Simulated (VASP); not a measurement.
Write the native input for VASP 6.6.1 that does the following.

```yaml
Task: single point
Functional: PBE-based screened hybrid
Potentials_or_basis: VASP PAW PBE potentials, release 64 (Be, S)
Cutoff: 520 eV
k_mesh: 4 × 4 × 4
Occupations: fermi-dirac, width 0.05 eV
Spin: no spin polarisation
Dipole_correction: no
Grid_for_exact_exchange_PRECFOCK: Normal
Share_of_exact_exchange: 0.25
Further_INCAR_settings: ALGO = Normal; EDIFF = 1e-07; NBANDS = 12
Screening_parameter: 0.3 1/Å
```

Be2S:

```
Be S
1.0
     3.15757    0.00000    0.00000
     0.00000    3.15757    0.00000
     0.00000    0.00000    3.94037
Be S
2 1
Cartesian
  0.0000 1.5788 0.6641
  1.5788 0.0000 3.2763
  1.5788 1.5788 1.9702
```

These files were run (other wordings do the same):

POSCAR

```
Be2S
1.0
    3.1575700000      0.0000000000      0.0000000000
    0.0000000000      3.1575700000      0.0000000000
    0.0000000000      0.0000000000      3.9403700000
Be S
2 1
Direct
    0.0000000000      0.5000000000      0.1685400000
    0.5000000000      0.0000000000      0.8314600000
    0.5000000000      0.5000000000      0.5000000000
```

INCAR.step1

```
PREC = Accurate ; ENCUT = 520
EDIFF = 1E-5 ; ISMEAR = -1
SIGMA = 0.05 ; LREAL = F
LASPH = T ; NELM = 80
ALGO = Normal ; ISIF = 2
LWAVE = T ; LCHARG = F
NBANDS = 12 ; GGA = PE
```

INCAR.step2

```
PREC = Accurate ; ENCUT = 520
EDIFF = 1E-7 ; ISMEAR = -1
SIGMA = 0.05 ; LREAL = F
LASPH = T ; NELM = 80
ALGO = Normal ; ISIF = 2
LWAVE = F ; LCHARG = F
GGA = PE ; LHFCALC = T
AEXX = 0.25 ; HFSCREEN = 0.3
PRECFOCK = Normal ; NBANDS = 12
ISTART = 1
```

KPOINTS

```
Automatic mesh
0
Gamma
  4 4 4
```

Potentials or basis: VASP PAW PBE potentials, release 64 (Be, S).

Command:

```bash
$ cat potpaw_PBE.64/Be/POTCAR potpaw_PBE.64/S/POTCAR > POTCAR
$ cp INCAR.step1 INCAR
$ mpirun -np 1 vasp_std > vasp.out
$ cp INCAR.step2 INCAR
$ mpirun -np 1 vasp_std > vasp.out
```

Results of the run:

* Pressure: -0.8 GPa
* Largest force: 0.191 eV/Å
* Band gap on the k mesh: zero (band 5 reaches 6.11 eV, above the bottom of band 6 at 5.05 eV)

Caveat: the k points lie up to 0.50 Å⁻¹ apart; the PAW data sets were made with another functional, which shifts forces and pressure a little.

Wall time 2.8 min on 1 thread of Intel(R) Xeon(R) Platinum 8488C (Sapphire Rapids), on a shared host, peak memory 0.24 GiB.
